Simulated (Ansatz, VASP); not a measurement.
One calculation of Nb, two programs

```xyz
3
Lattice="2.8675 0.0000 0.0000 -0.9558 2.7035 0.0000 0.0000 0.0000 23.7876" Properties=species:S:1:pos:R:3 pbc="T T T"
Nb    0.0000    0.0000    6.0000
Nb    0.9557    1.3518    8.2337
Nb   -0.0005    0.0003   10.5888
```

Alike in both runs: task single point; functional PBE; k mesh 12 × 12 × 1; occupations methfessel-paxton of order 1, width 0.1 eV; no spin polarisation.

|  | VASP | Ansatz |
| --- | --- | --- |
| version | VASP 6.6.1 | Ansatz 0.2.0 |
| potentials or method | VASP PAW PBE potentials, release 64 (Nb_sv), cutoff 400 eV | scalar-relativistic, plane waves, PAW |
| valence electrons in the cell | 39 | 39 |

|  | VASP | Ansatz | Ansatz less VASP |
| --- | --- | --- | --- |
| gap on the k mesh at the Fermi level (eV) | none | none | - |
| rms of the force components (eV/Å) | 0.199 | 0.195 | -0.0034 |

Atom by atom the forces differ by 0.004 eV/Å (rms over components). A gap of «none» marks a metal or a gap that the smearing closes. The functional is the same, so the differences come from potentials, cutoffs and numerics.
